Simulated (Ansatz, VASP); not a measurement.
**Nb: VASP beside Ansatz**

Contents of INCAR:

```
  PREC = Accurate
  ENCUT = 520
  EDIFF = 1E-6
  ISMEAR = 1
  SIGMA = 0.1
  LREAL = Auto
  LASPH = T
  NELM = 100
  ALGO = Normal
  ISIF = 2
  LWAVE = F
  LCHARG = F
  GGA = PE
  NBANDS = 118
```

The input KPOINTS:

```
Automatic mesh
0
Gamma
  5 5 5
```

POSCAR

```
Nb
1.0
    6.6171497896      0.0000000000      0.0000000000
    0.0000000000      6.6171497896      0.0000000000
    0.0000000000      0.0000000000      6.6171497896
Nb
16
Direct
    0.0000000000      0.0000000000      0.0000000000
    0.2500000000      0.2500000000      0.2500000000
    0.0000000000      0.0000000000      0.5000000000
    0.2500000000      0.2500000000      0.7500000000
    0.0000000000      0.5000000000      0.0000000000
    0.2500000000      0.7500000000      0.2500000000
    0.0000000000      0.5000000000      0.5000000000
    0.2500000000      0.7500000000      0.7500000000
    0.5000000000      0.0000000000      0.0000000000
    0.7500000000      0.2500000000      0.2500000000
    0.5000000000      0.0000000000      0.5000000000
    0.7500000000      0.2500000000      0.7500000000
    0.5000000000      0.5000000000      0.0000000000
    0.7500000000      0.7500000000      0.2500000000
    0.5000000000      0.5000000000      0.5000000000
    0.7500000000      0.7500000000      0.7500000000
```

Input for Ansatz:

```yaml
crystal:
  lattice:
    - [6.6171497896, 0.0, 0.0]
    - [0.0, 6.6171497896, 0.0]
    - [0.0, 0.0, 6.6171497896]
  atoms:
    - { symbol: Nb, position: [0.0, 0.0, 0.0] }
    - { symbol: Nb, position: [0.25, 0.25, 0.25] }
    - { symbol: Nb, position: [0.0, 0.0, 0.5] }
    - { symbol: Nb, position: [0.25, 0.25, 0.75] }
    - { symbol: Nb, position: [0.0, 0.5, 0.0] }
    - { symbol: Nb, position: [0.25, 0.75, 0.25] }
    - { symbol: Nb, position: [0.0, 0.5, 0.5] }
    - { symbol: Nb, position: [0.25, 0.75, 0.75] }
    - { symbol: Nb, position: [0.5, 0.0, 0.0] }
    - { symbol: Nb, position: [0.75, 0.25, 0.25] }
    - { symbol: Nb, position: [0.5, 0.0, 0.5] }
    - { symbol: Nb, position: [0.75, 0.25, 0.75] }
    - { symbol: Nb, position: [0.5, 0.5, 0.0] }
    - { symbol: Nb, position: [0.75, 0.75, 0.25] }
    - { symbol: Nb, position: [0.5, 0.5, 0.5] }
    - { symbol: Nb, position: [0.75, 0.75, 0.75] }
basis:
  ecutwfc: 420
  xc_grid: 2
hamiltonian:
  xc: pbe
  pseudopotentials: { kind: paw, azcp: { folder: soft_1 } }
kpoints:
  mp_grid: { grid: [5, 5, 5] }
scf:
  occupations: { method: methfessel_paxton, width: 0.1 }
  max_iter: 120
output:
  forces: true
  stress: true
```

Alike in both runs: task single point; functional PBE; k mesh 5 × 5 × 5; occupations methfessel-paxton of order 1, width 0.1 eV; no spin polarisation.

|  | VASP | Ansatz |
| --- | --- | --- |
| version | VASP 6.6.1 | Ansatz 0.2.0 |
| potentials or method | VASP PAW PBE potentials, release 64 (Nb_sv), cutoff 520 eV | plane-wave PAW DFT |
| valence electrons in the cell | 208 | 208 |

VASP gave:

| Quantity | Value |
| --- | --- |
| pressure (GPa) | 0.0 |

Problem. Which values does Ansatz return?

Solution. Pressure (GPa): 0.3.

With one functional, cell and mesh, what is left measures potentials, basis and numerics.
